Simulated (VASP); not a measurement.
# MoSe in VASP: a series of runs, part 2 of 2

VASP 6.6.1. The steps go on from the part before.

## (4) Single point, PBE, collinear spin

This run uses another cell than the first one, of 19.20 Å³/atom.

Input file INCAR:

```
  ALGO = Normal
  EDIFF = 1E-6
  ENCUT = 520
  GGA = PE
  ISIF = 2
  ISMEAR = 0
  ISPIN = 2
  LASPH = T
  LCHARG = F
  LMAXMIX = 4
  LORBIT = 11
  LREAL = F
  LWAVE = F
  MAGMOM = 3 -3 0 0
  NBANDS = 32
  NELM = 150
  PREC = Accurate
  SIGMA = 0.05
```

Input file KPOINTS:

```
k-points
0
Gamma
  12 12 6
```

Input file POSCAR:

```
MoSe
1.0
    0.0000000000      2.6825441072      2.6825441073
    5.3373433050      2.6825441072      2.6825441073
    5.3373433050      5.3650882146      0.0000000001
Mo Se
2 2
Direct
    0.5000000000      0.5000000000      0.0000000000
    0.5000000000      0.5000000000      0.5000000000
    0.0000000000      0.0000000000      0.0000000000
    0.0000000000      0.0000000000      0.5000000000
```

Potentials or basis: VASP PAW PBE potentials, release 64 (Mo_sv, Se).

Launch:

```
$ cat potpaw_PBE.64/Mo_sv/POTCAR potpaw_PBE.64/Se/POTCAR > POTCAR
$ mpirun -np 1 vasp_std > vasp.out
```

OUTCAR:

```text
EDIFF = 1E-6
   ENCUT = 520
   GGA = PE
   ISIF = 2
   ISMEAR = 0
   ISPIN = 2
   LASPH = T
   LORBIT = 11
   LREAL = F
   NELM = 150
   PREC = Accurate

 ion  position               nearest neighbor table
   1  0.500  0.500  0.000-   3 2.67   3 2.67   4 2.68   4 2.68   4 2.68   4 2.68
   2  0.500  0.500  0.500-   4 2.67   4 2.67   3 2.68   3 2.68   3 2.68   3 2.68
   3  0.000  0.000  0.000-   1 2.67   1 2.67   2 2.68   2 2.68   2 2.68   2 2.68
   4  0.000  0.000  0.500-   2 2.67   2 2.67   1 2.68   1 2.68   1 2.68   1 2.68

  LATTYP: Found a simple tetragonal cell.
[... 1942 lines left out ...]
     0.000000000  2.682544107  2.682544107    -0.187359130  0.186390225  0.186390225
     5.337343305  2.682544107  2.682544107     0.187359130 -0.186390225  0.186390225
     5.337343305  5.365088215  0.000000000     0.000000000  0.186390225 -0.186390225

 POSITION                                       TOTAL-FORCE (eV/Angst)
 -----------------------------------------------------------------------------------
      2.66867      2.68254      2.68254        -0.000000      0.000000      0.000000
      5.33734      5.36509      2.68254         0.000000     -0.000000     -0.000000
      0.00000      0.00000      0.00000         0.000000     -0.000000      0.000000
      2.66867      2.68254      0.00000         0.000000     -0.000000      0.000000
 -----------------------------------------------------------------------------------
    total drift:                                0.000000      0.000000      0.000000

  FREE ENERGIE OF THE ION-ELECTRON SYSTEM (eV)
  ---------------------------------------------------
  free  energy   TOTEN  =       -26.9015183378 eV

  energy  without entropy=      -26.8985229116  energy(sigma->0) =      -26.90002062

 total charge

# of ion       s       p       d       tot
------------------------------------------
    1        2.209   6.078   3.974  12.260
    2        2.209   6.078   3.974  12.260
    3        1.433   2.390   0.091   3.913
    4        1.433   2.390   0.091   3.913
--------------------------------------------------
tot          7.283  16.934   8.129  32.346

 magnetization (x)

# of ion       s       p       d       tot
------------------------------------------
    1        0.030   0.018   2.253   2.302
    2       -0.030  -0.018  -2.253  -2.302
    3       -0.004  -0.005  -0.007  -0.015
    4        0.004   0.005   0.007   0.015
--------------------------------------------------
tot          0.000   0.000   0.000   0.000
```

OSZICAR:

```text
N       E                     dE             d eps       ncg     rms          rms(c)
DAV:   1     0.363009322405E+03    0.36301E+03   -0.22882E+04 13040   0.120E+03
DAV:   2    -0.147718914161E+02   -0.37778E+03   -0.36605E+03 14920   0.353E+02
DAV:   3    -0.268987238822E+02   -0.12127E+02   -0.11869E+02 15760   0.602E+01
DAV:   4    -0.270055261884E+02   -0.10680E+00   -0.10674E+00 13568   0.581E+00
DAV:   5    -0.270064393346E+02   -0.91315E-03   -0.91297E-03 15632   0.505E-01    0.183E+01
DAV:   6    -0.267530076622E+02    0.25343E+00   -0.40357E+00 13104   0.112E+01    0.847E+00
DAV:   7    -0.268883526860E+02   -0.13535E+00   -0.45228E-01 13776   0.404E+00    0.551E+00
DAV:   8    -0.268969692349E+02   -0.86165E-02   -0.25477E-02 14856   0.101E+00    0.245E+00
DAV:   9    -0.269014762391E+02   -0.45070E-02   -0.13505E-02 14272   0.647E-01    0.333E-01
DAV:  10    -0.269014783022E+02   -0.20631E-05   -0.12514E-03 14992   0.216E-01    0.141E-01
DAV:  11    -0.269015075530E+02   -0.29251E-04   -0.45724E-04 14920   0.967E-02    0.455E-02
DAV:  12    -0.269015175854E+02   -0.10032E-04   -0.48758E-05 14752   0.403E-02    0.155E-02
DAV:  13    -0.269015183378E+02   -0.75249E-06   -0.26044E-06 12640   0.917E-03
   1 F= -.26901518E+02 E0= -.26900021E+02  d E =-.299543E-02  mag=     0.0000
```

Wall time 7.5 min (1 thread of Intel Xeon Platinum 8488C (Sapphire Rapids), shared host); peak memory 0.55 GiB.

Results:

| Property | Result |
| --- | --- |
| Free energy | -26.9015 eV |
| Pressure | 0.2 GPa |
| Band gap on the k mesh | zero (filled and empty bands overlap) |
| Net moment | 0.00 μB per cell |
| Site moments | Mo +2.30, -2.30; Se -0.01, +0.01 μB |
| Valence electrons inside the program's atomic spheres | Mo 12.26; Se 3.91 |

Levels at points of the mesh, in eV from the Fermi level:
Spin up:
| k point | band 16 | band 17 | band 18 | band 19 | band 20 | band 21 | band 22 | band 23 | band 24 | band 25 |
| --- | --- | --- | --- | --- | --- | --- | --- | --- | --- | --- |
| (0.00, 0.00, 0.00) | -2.29 | -2.29 | -2.11 | -2.11 | -1.77 | -1.61 | -1.39 | -0.27 | 0.79 | 0.79 |
| (0.50, 0.00, 0.00) | -5.06 | -0.93 | -0.82 | -0.60 | 0.78 | 1.11 | 1.16 | 2.37 | 2.47 | 3.74 |
| (0.50, 0.50, 0.00) | -3.70 | -3.39 | -3.39 | -1.15 | -0.59 | -0.52 | 0.62 | 0.62 | 1.07 | 1.32 |
| (0.00, 0.00, 0.50) | -4.83 | -1.60 | -0.92 | -0.37 | -0.32 | 0.29 | 0.59 | 1.08 | 1.23 | 3.42 |
| (0.50, 0.00, 0.50) | -5.36 | -1.17 | -1.17 | -0.52 | -0.13 | 0.07 | 0.39 | 0.39 | 1.05 | 1.39 |
| (0.00, 0.50, 0.50) | -3.49 | -3.22 | -1.80 | -1.68 | -0.45 | -0.45 | -0.40 | 0.28 | 1.17 | 1.17 |
Spin down:
| k point | band 18 | band 19 | band 20 | band 21 | band 22 | band 23 |
| --- | --- | --- | --- | --- | --- | --- |
| (0.00, 0.00, 0.00) | -2.11 | -2.11 | -1.77 | -1.61 | -1.39 | -0.27 |
| (0.50, 0.00, 0.00) | -0.82 | -0.60 | 0.78 | 1.11 | 1.16 | 2.37 |
| (0.50, 0.50, 0.00) | -3.39 | -1.15 | -0.59 | -0.52 | 0.62 | 0.62 |
| (0.00, 0.00, 0.50) | -0.92 | -0.37 | -0.32 | 0.29 | 0.59 | 1.08 |
| (0.50, 0.00, 0.50) | -1.17 | -0.52 | -0.13 | 0.07 | 0.39 | 0.39 |
| (0.00, 0.50, 0.50) | -1.80 | -1.68 | -0.45 | -0.45 | -0.40 | 0.28 |

## (5) The runs side by side

```csv
cell,gap on the mesh (eV),pressure (GPa),moment (μB)
"a = 3.722, b = 6.428, c = 7.427 Å, angles 30.1, 59.9, 54.6°, 4 atoms, atomic positions A",none,5.3,0.00
"a = 3.784, b = 3.784, c = 7.568 Å, angles 60.0°, 4 atoms, atomic positions B",none,-2.9,0.00
"a = 3.794, b = 6.548, c = 7.568 Å, angles 30.1, 59.9, 54.6°, 4 atoms, atomic positions A",none,0.2,0.00
```

Alike in all rows: task single point; level PBE; potentials or basis VASP PAW PBE potentials, release 64 (Mo_sv, Se); spin collinear; k mesh 12 × 12 × 6; cutoff (eV) 520; smearing gaussian 0.05 eV.

Caveats: the cell stands under pressure (at least some runs).

Absolute energies hang on the potentials; compare differences alone.
